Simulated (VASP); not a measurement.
Write the native input for VASP 6.6.1 that does the following.

| Quantity | Value |
| --- | --- |
| Task | single point |
| Functional | PBEsol |
| Potentials or basis | VASP PAW PBE potentials, release 64 (Al, N) |
| Cutoff | 520 eV |
| k mesh | 9 × 9 × 6 |
| Occupations | gaussian, width 0.05 eV |
| Spin | no spin polarisation |
| Dipole correction | no |
| Further INCAR settings | ALGO = Normal; EDIFF = 1e-06; NBANDS = 16 |

The structure of AlN lies in POSCAR:

```
AlN
1.0
    3.2025000000      0.0000000000      0.0000000000
   -1.6012500000      2.7734463556      0.0000000000
    0.0000000000      0.0000000000      4.2240000000
Al N
2 2
Direct
    0.3333333333      0.6666666667      0.7500000000
    0.6666666667      0.3333333333      0.2500000000
    0.3333333333      0.6666666667      0.2500000000
    0.6666666667      0.3333333333      0.7500000000
```

The input as run:

INCAR

```
PREC = Accurate
ENCUT = 520
EDIFF = 1E-6
ISMEAR = 0
SIGMA = 0.05
LREAL = False
LASPH = True
NELM = 100
ALGO = Normal
ISIF = 2
LWAVE = False
LCHARG = False
GGA = PS
NBANDS = 16
```

KPOINTS

```
regular mesh
0
Gamma
  9 9 6
```

Potentials or basis: VASP PAW PBE potentials, release 64 (Al, N).

Command:

```sh
$ cat potpaw_PBE.64/Al/POTCAR potpaw_PBE.64/N/POTCAR > POTCAR
$ mpirun -np 1 vasp_std > vasp.out
```

Results of the run:

```
Pressure               : 11.9 GPa
Band gap on the k mesh : 3.54 eV, direct
```

Caveat: the PAW data sets were made with another functional, which shifts forces and pressure a little.

Wall time 16 s on 1 thread of Intel Xeon 6975P-C (shared host), peak memory 0.16 GiB.
